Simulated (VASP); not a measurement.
# HfN (F-43m) in VASP: notebook

The runs below take HfN through single point, with PBE.

All numbers are computed with VASP 6.6.1; they aren't measurements. Logs are shortened: lines on timing, memory, paths and dates and some standing lists are left out, and cuts for length are marked.

### Step 1. The cell of the first run

The structure is cubic, space group F-43m (No. 216). The conventional cell has a = 4.910 Å, b = 4.910 Å, c = 4.910 Å, α = 90.00°, β = 90.00°, γ = 90.00°. Within 2.8 Å of Hf (site symmetry -43m) lie 4 N at 2.13 Å. Within 2.8 Å of N (site symmetry -43m) lie 4 Hf at 2.13 Å.

### Step 2. Single point, PBE

File INCAR:

```
SYSTEM = HfN
  ALGO = Normal
  EDIFF = 1E-6
  ENCUT = 520
  GGA = PE
  ISIF = 2
  ISMEAR = 0
  LASPH = .True.
  LCHARG = .False.
  LREAL = .False.
  LWAVE = .False.
  NBANDS = 14
  NELM = 100
  PREC = Accurate
  SIGMA = 0.02
```

File KPOINTS:

```
k-points
0
Gamma
  9 9 9
  0 0 0
```

File POSCAR:

```
HfN
1.0
    0.0000000000      2.4548220000      2.4548220000
    2.4548220000      0.0000000000      2.4548220000
    2.4548220000      2.4548220000      0.0000000000
Hf N
1 1
Direct
    0.0000000000      0.0000000000      0.0000000000
    0.2500000000      0.2500000000      0.2500000000
```

Potentials or basis: VASP PAW PBE potentials, release 64 (Hf_pv, N).

The run is started by

```
$ cat potpaw_PBE.64/Hf_pv/POTCAR potpaw_PBE.64/N/POTCAR > POTCAR
$ mpirun -np 1 vasp_std > vasp.out
```

OUTCAR:

```text
SYSTEM = HfN
   EDIFF = 1E-6
   ENCUT = 520
   GGA = PE
   ISIF = 2
   ISMEAR = 0
   LASPH = .True.
   LREAL = .False.
   NELM = 100
   PREC = Accurate

 ion  position               nearest neighbor table
   1  0.000  0.000  0.000-   2 2.13   2 2.13   2 2.13   2 2.13
   2  0.250  0.250  0.250-   1 2.13   1 2.13   1 2.13   1 2.13

  LATTYP: Found a face centered cubic cell.
 ALAT       =     4.9096440000

  Lattice vectors:

 A1 = (   0.0000000000,   2.4548220000,   2.4548220000)
 A2 = (   2.4548220000,   0.0000000000,   2.4548220000)
 A3 = (   2.4548220000,   2.4548220000,   0.0000000000)

Analysis of symmetry for initial positions (statically):
=====================================================================
 Subroutine PRICEL returns:
 Original cell was already a primitive cell.

 Routine SETGRP: Setting up the symmetry group for a
 face centered cubic supercell.

 Subroutine GETGRP returns: Found 24 space group operations
 (whereof 24 operations were pure point group operations)
 out of a pool of 48 trial point group operations.

The static configuration has the point symmetry T_d .

Analysis of symmetry for dynamics (positions and initial velocities):
=====================================================================
 Subroutine PRICEL returns:
 Original cell was already a primitive cell.

 Routine SETGRP: Setting up the symmetry group for a
 face centered cubic supercell.

 Subroutine GETGRP returns: Found 24 space group operations
 (whereof 24 operations were pure point group operations)
 out of a pool of 48 trial point group operations.

The dynamic configuration has the point symmetry T_d .

 Subroutine INISYM returns: Found 24 space group operations
 (whereof 24 operations are pure point group operations),
 and found     1 'primitive' translations

----------------------------------------------------------------------------------------

                                     Primitive cell

  volume of cell :      29.5863

  direct lattice vectors                    reciprocal lattice vectors
     0.000000000  2.454822000  2.454822000    -0.203680756  0.203680756  0.203680756
     2.454822000  0.000000000  2.454822000     0.203680756 -0.203680756  0.203680756
     2.454822000  2.454822000  0.000000000     0.203680756  0.203680756 -0.203680756

  length of vectors
     3.471642566  3.471642566  3.471642566     0.352785417  0.352785417  0.352785417

  position of ions in fractional coordinates (direct lattice)
     0.000000000  0.000000000  0.000000000
     0.250000000  0.250000000  0.250000000

  ion indices of the primitive-cell ions
   primitive index   ion index
                 1           1
                 2           2

----------------------------------------------------------------------------------------

 KPOINTS: k-points

Automatic generation of k-mesh.
 Grid dimensions read from file:
 generate k-points for:    9    9    9

 Generating k-lattice:

  Cartesian coordinates                     Fractional coordinates (reciprocal lattice)
    -0.022631195  0.022631195  0.022631195     0.111111111  0.000000000  0.000000000
     0.022631195 -0.022631195  0.022631195     0.000000000  0.111111111  0.000000000
     0.022631195  0.022631195 -0.022631195     0.000000000  0.000000000  0.111111111

  Length of vectors
     0.039198380  0.039198380  0.039198380

  Shift w.r.t. Gamma in fractional coordinates (k-lattice)
     0.000000000  0.000000000  0.000000000

 Subroutine IBZKPT returns following result:
 ===========================================

 Found     35 irreducible k-points:

 Following reciprocal coordinates:
            Coordinates               Weight
  0.000000  0.000000  0.000000      1.000000
  0.111111  0.000000  0.000000      8.000000
  0.222222  0.000000  0.000000      8.000000
  0.333333  0.000000  0.000000      8.000000
  0.444444  0.000000  0.000000      8.000000
  0.111111  0.111111  0.000000      6.000000
[... 16 lines left out ...]
 -0.333333  0.333333  0.000000     12.000000
  0.444444  0.444444  0.000000      6.000000
 [... further k-points ...]
   k-points           NKPTS =     35   k-points in BZ     NKDIM =     35   number of bands    NBANDS=     14
   number of dos      NEDOS =    301   number of ions     NIONS =      2
   total plane-waves  NPLWV =  21952
   dimension x,y,z NGX =    28 NGY =   28 NGZ =   28
   dimension x,y,z NGXF=    56 NGYF=   56 NGZF=   56
   ions per type =               1   1
   NGX,Y,Z   is equivalent  to a cutoff of  13.41, 13.41, 13.41 a.u.
   NGXF,Y,Z  is equivalent  to a cutoff of  26.82, 26.82, 26.82 a.u.
 SYSTEM =  HfN
   PREC   = accura    normal or accurate (medium, high low for compatibility)
   ISTART =      0    job   : 0-new  1-cont  2-samecut
   ICHARG =      2    charge: 1-file 2-atom 10-const
   ISPIN  =      1    spin polarized calculation?
   LNONCOLLINEAR =      F non collinear calculations
   LSORBIT =      F    spin-orbit coupling
   LASPH  =      T    aspherical Exc in radial PAW
   ENCUT  =  520.0 eV  38.22 Ry    6.18 a.u.   6.45  6.45  6.45*2*pi/ulx,y,z
   NELM   =    100;   NELMIN=  2; NELMDL= -5     # of ELM steps
   EDIFF  = 0.1E-05   stopping-criterion for ELM
   LREAL  =      F    real-space projection
   EDIFFG = 0.1E-04   stopping-criterion for IOM
   NSW    =      0    number of steps for IOM
   IBRION =     -1    ionic relax: 0-MD 1-quasi-New 2-CG
   NFREE  =      0    steps in history (QN), initial steepest desc. (CG)
   ISIF   =      2    stress and relaxation
   ISYM   =      2    0-nonsym 1-usesym 2-fastsym
   POTIM  = 0.5000    time-step for ionic-motion
   TEBEG  =    0.0;   TEEND  =   0.0 temperature during run
   PSTRESS=    0.0 pullay stress
   NELECT =      15.0000    total number of electrons
   NUPDOWN=      -1.0000    fix difference up-down
   EMIN   =  10.00;   EMAX   =-10.00  energy-range for DOS
   EFERMI =   0.00;   METHOD = LEGACY
   ISMEAR =     0;   SIGMA  =   0.02  broadening in eV -4-tet -1-fermi 0-gaus
   EFERMI_NEDOS =   21; number of points for ismear=-14 and -15
   IALGO  =     38    algorithm
   IMIX   =      4    mixing-type and parameters
     AMIX     =   0.40;   BMIX     =  1.00
     AMIX_MAG =   1.60;   BMIX_MAG =  1.00
  volume/ion in A,a.u.               =      14.79        99.83
  Fermi-wavevector in a.u.,A,eV,Ry     =   1.305395  2.466839 23.185087  1.704056
  Thomas-Fermi vector in A             =   2.436267
   LORBIT       =      0    0 simple, 1 ext, 2 COOP (PROOUT), +10 PAW based schemes
   GGA     = PE    functional components
   LHFCALC =     F    Hartree Fock is set to
   AEXX    =    0.0000 exact exchange contribution
   IVDW    =     0    specifies the selected vdW correction
   LEPSILON=     F    determine dielectric tensor
   LRPA    =     F    only Hartree local field effects (RPA)
 non-spin polarized calculation
 Gauss-broadening in eV      SIGMA  =   0.02
  energy-cutoff  :      520.00
  volume of cell :       29.59
 maximum number of plane-waves:       821
 NGX is ok and might be reduce to    28
   NGX = 13   NGY = 13   NGZ = 13

 number of electron      15.0000001 magnetization

 Free energy of the ion-electron system (eV)
  ---------------------------------------------------
  ext. energy  EPLUGINS =         0.00000000
  ---------------------------------------------------
  free energy    TOTEN  =       -21.21938482 eV

  energy without entropy =      -21.21905512  energy(sigma->0) =      -21.21921997

 E-fermi :   5.7423     XC(G=0): -11.2222

 val. band max:        5.6829724599   @ k =   0.1111   0.0000   0.0000
 cond. band min:       5.7491768987   @ k =  -0.2222   0.3333   0.1111
 fundamental gap:      0.0662044388
 Fermi energy:         5.7422649738

 k-point     1 :       0.0000    0.0000    0.0000
  band No.  band energies     occupation
      1     -25.3538      2.00000
      2     -25.3538      2.00000
      3     -25.3538      2.00000
      4     -10.3986      2.00000
      5       0.3139      2.00000
      6       0.3139      2.00000
      7       0.3139      2.00000
      8       5.0396      2.00000
      9       8.0158      0.00000
     10       8.0158      0.00000
     11      12.3496      0.00000
     12      12.3496      0.00000
     13      12.3496      0.00000
     14      18.0624      0.00000

 k-point     2 :       0.1111    0.0000    0.0000
  band No.  band energies     occupation
      1     -25.4113      2.00000
      2     -25.3611      2.00000
      3     -25.3611      2.00000
      4     -10.2565      2.00000
      5       0.0597      2.00000
      6       0.4016      2.00000
      7       0.4016      2.00000
      8       5.6830      1.99997
      9       7.8255      0.00000
     10       7.8255      0.00000
     11      12.0325      0.00000
     12      12.6127      0.00000
     13      12.6127      0.00000
     14      17.3442      0.00000

 k-point     3 :       0.2222    0.0000    0.0000
  band No.  band energies     occupation
      1     -25.5532      2.00000
      2     -25.3796      2.00000
      3     -25.3796      2.00000
      4      -9.9126      2.00000
      5      -0.2673      2.00000
      6       0.6057      2.00000
      7       0.6058      2.00000
      8       6.9540      0.00000
      9       7.6144      0.00000
     10       7.6144      0.00000
     11      11.4501      0.00000
     12      12.7858      0.00000
     13      12.7858      0.00000
     14      14.9364      0.00000
[... 324 lines left out ...]
 k-point    23 :      -0.3333    0.3333    0.0000
  band No.  band energies     occupation
      1     -25.7276      2.00000
      2     -25.6135      2.00000
      3     -25.4599      2.00000
      4      -9.0265      2.00000
      5      -0.0099      2.00000
      6       1.0334      2.00000
      7       1.5533      2.00000
      8       5.0062      2.00000
      9       7.9095      0.00000
     10       8.2690      0.00000
     11      11.7543      0.00000
     12      11.9502      0.00000
     13      14.1010      0.00000
     14      15.6756      0.00000

 k-point    24 :       0.4444    0.4444    0.0000
  band No.  band energies     occupation
      1     -25.8053      2.00000
      2     -25.5068      2.00000
      3     -25.5068      2.00000
      4      -8.9912      2.00000
      5      -1.1164      2.00000
      6       2.0768      2.00000
      7       2.0768      2.00000
      8       4.6347      2.00000
      9       8.1477      0.00000
     10       9.7404      0.00000
     11      10.5608      0.00000
     12      10.5608      0.00000
     13      14.6921      0.00000
     14      17.5642      0.00000

 [... further k-points ...]

------------------------ aborting loop because EDIFF is reached ----------------------------------------

  FORCE on cell =-STRESS in cart. coord.  units (eV):
  Direction    XX          YY          ZZ          XY          YZ          ZX
  --------------------------------------------------------------------------------------
  -------------------------------------------------------------------------------------
  Total       -0.0565935     -0.0565935     -0.0565935      0.0000000      0.0000000      0.0000000
  in kB       -3.0646930     -3.0646930     -3.0646930      0.0000000      0.0000000      0.0000000
  external PRESSURE =      -3.0646930 kB  Pullay stress =       0.0000000 kB

 VOLUME and BASIS-vectors are now :
 -----------------------------------------------------------------------------
  energy-cutoff  :      520.00
  volume of cell :       29.59
      direct lattice vectors                 reciprocal lattice vectors
     0.000000000  2.454822000  2.454822000    -0.203680756  0.203680756  0.203680756
     2.454822000  0.000000000  2.454822000     0.203680756 -0.203680756  0.203680756
     2.454822000  2.454822000  0.000000000     0.203680756  0.203680756 -0.203680756

 POSITION                                       TOTAL-FORCE (eV/Angst)
 -----------------------------------------------------------------------------------
      0.00000      0.00000      0.00000         0.000000      0.000000      0.000000
      1.22741      1.22741      1.22741        -0.000000     -0.000000     -0.000000
 -----------------------------------------------------------------------------------
    total drift:                               -0.000000     -0.000000     -0.000000

  FREE ENERGIE OF THE ION-ELECTRON SYSTEM (eV)
  ---------------------------------------------------
  free  energy   TOTEN  =       -21.2193848239 eV

  energy  without entropy=      -21.2190551186  energy(sigma->0) =      -21.21921997
```

Wall time 13 s (1 thread of Intel Xeon Platinum 8375C at 2.90GHz (Ice Lake), shared host); peak memory 0.16 GiB.

What came out:

```yaml
Free_energy: -21.2194 eV
Pressure: -0.3 GPa
Band_gap_on_the_k_mesh: zero (an odd number of electrons rules out a gap without spin polarisation)
```

Caveat: spin-orbit coupling is left out, which moves the levels of the heavy elements.

### Step 3. Single point, PBE

File INCAR:

```
SYSTEM = HfN
PREC = Accurate
ENCUT = 520
EDIFF = 1E-7
ISMEAR = 0
SIGMA = 0.05
LREAL = .FALSE.
LASPH = .TRUE.
NELM = 100
ALGO = Normal
ISIF = 2
LWAVE = .FALSE.
LCHARG = .FALSE.
GGA = PE
NBANDS = 14
```

File KPOINTS:

```
regular mesh
0
G
  9 9 9
  0 0 0
```

POSCAR is that of step 2.

Potentials or basis: VASP PAW PBE potentials, release 64 (Hf_pv, N).

The run is started by

```
$ cat potpaw_PBE.64/Hf_pv/POTCAR potpaw_PBE.64/N/POTCAR > POTCAR
$ mpirun -np 1 vasp_std > vasp.out
```

Run time: 15 s. Hardware: 1 thread of Intel Xeon Platinum 8375C at 2.90GHz (Ice Lake), shared host; peak memory 0.16 GiB.

Results (log left out):

```yaml
Free_energy: -21.2200 eV
Pressure: -0.3 GPa
Band_gap_on_the_k_mesh: zero (an odd number of electrons rules out a gap without spin polarisation)
```

Levels at points of the mesh, in eV from the Fermi level:
```csv
k point,band 5,band 6,band 7,band 8,band 9,band 10
"(0.00, 0.00, 0.00)",-5.42,-5.42,-5.42,-0.70,2.28,2.28
```

Caveat: spin-orbit coupling is left out, which moves the levels of the heavy elements.

### Step 4. Single point, PBE

File INCAR:

```
  ALGO = Normal
  EDIFF = 1E-7
  ENCUT = 520
  GGA = PE
  ISIF = 2
  ISMEAR = 0
  LASPH = T
  LCHARG = T
  LELF = T
  LREAL = F
  LVHAR = T
  LWAVE = F
  NBANDS = 14
  NELM = 100
  PREC = Accurate
  SIGMA = 0.1
```

File KPOINTS:

```
k-points
0
Gamma
  9 9 9
```

File POSCAR:

```
HfN
1.0
    3.4716425700      0.0000000000      0.0000000000
    1.7358212850      3.0065306585      0.0000000000
    1.7358212850      1.0021768862      2.8345842886
Hf N
1 1
Direct
    0.0000000000      0.0000000000      0.0000000000
    0.2500000000      0.2500000000      0.2500000000
```

The run is started by

```
$ cat potpaw_PBE.64/Hf_pv/POTCAR potpaw_PBE.64/N/POTCAR > POTCAR
$ mpirun -np 1 vasp_std > vasp.out
```

It took 16 s on 1 thread of Intel Xeon Platinum 8375C at 2.90GHz (Ice Lake), shared host; peak memory 0.16 GiB.

The run converged. Its results:

```yaml
Free_energy: -21.2215 eV
Pressure: -0.3 GPa
Band_gap_on_the_k_mesh: zero (an odd number of electrons rules out a gap without spin polarisation)
```

Levels at points of the mesh, in eV from the Fermi level:
```tsv
k point	band 5	band 6	band 7	band 8	band 9	band 10	band 11	band 12
(0.00, 0.00, 0.00)	-5.44	-5.44	-5.44	-0.71	2.26	2.26	6.60	6.60
```

Caveat: spin-orbit coupling is left out, which moves the levels of the heavy elements.

### Step 5. The runs side by side

| smearing | gap on the mesh (eV) | pressure (GPa) |
| --- | --- | --- |
| gaussian 0.02 eV | none | -0.3 |
| gaussian 0.05 eV | none | -0.3 |
| gaussian 0.1 eV | none | -0.3 |

Alike in all rows: task single point; level PBE; potentials or basis VASP PAW PBE potentials, release 64 (Hf_pv, N); no spin polarisation; cell a = 3.472 Å, angles 60.0°, 2 atoms; k mesh 9 × 9 × 9; cutoff (eV) 520.

Caveats: spin-orbit coupling is left out, which moves the levels of the heavy elements.

Total energies depend on the potentials used, so only differences within one code and one set of settings carry meaning.
